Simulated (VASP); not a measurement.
Al3Ni2, 5 atoms in the cell. The structure is trigonal, space group P-3m1 (No. 164). Conventional cell: a = 3.681 Å, b = 3.681 Å, c = 4.502 Å, α = 90.00°, β = 90.00°, γ = 120.00°. Within 2.9 Å of Al (site symmetry -3m) lie 6 Ni at 2.23 Å and 6 Al at 2.66 Å. Al (site symmetry 3m) has 5 Ni at 2.23 to 2.32 Å and 6 Al at 2.49 to 2.66 Å within 3.0 Å. Ni (site symmetry 3m) has 8 Al at 2.23 to 2.32 Å and 3 Ni at 2.51 Å within 2.9 Å. 

- Program: VASP 6.6.1
- Task: single point
- Functional: r2SCAN
- Potentials or basis: VASP PAW PBE potentials, release 64 (Al, Ni)
- Cutoff: 520 eV
- k mesh: 12 × 12 × 8
- Occupations: gaussian, width 0.1 eV
- Spin: no spin polarisation
- Dipole correction: no
- Further INCAR settings: ALGO = Normal; EDIFF = 1e-07; NBANDS = 22

Potentials or basis: VASP PAW PBE potentials, release 64 (Al, Ni).

Run with:

```console
$ cat potpaw_PBE.64/Al/POTCAR potpaw_PBE.64/Ni/POTCAR > POTCAR
$ cp INCAR.step1 INCAR
$ mpirun -np 1 vasp_std > vasp.out
$ cp INCAR.step2 INCAR
$ mpirun -np 1 vasp_std > vasp.out
```

Hardware: 1 thread of Intel Xeon 8259CL (shared host).

How long does it take, and how much memory?

Run time: 15 min on 1 thread of Intel Xeon 8259CL, with other jobs on the host, peak memory 0.27 GiB. Counts: k points 131.
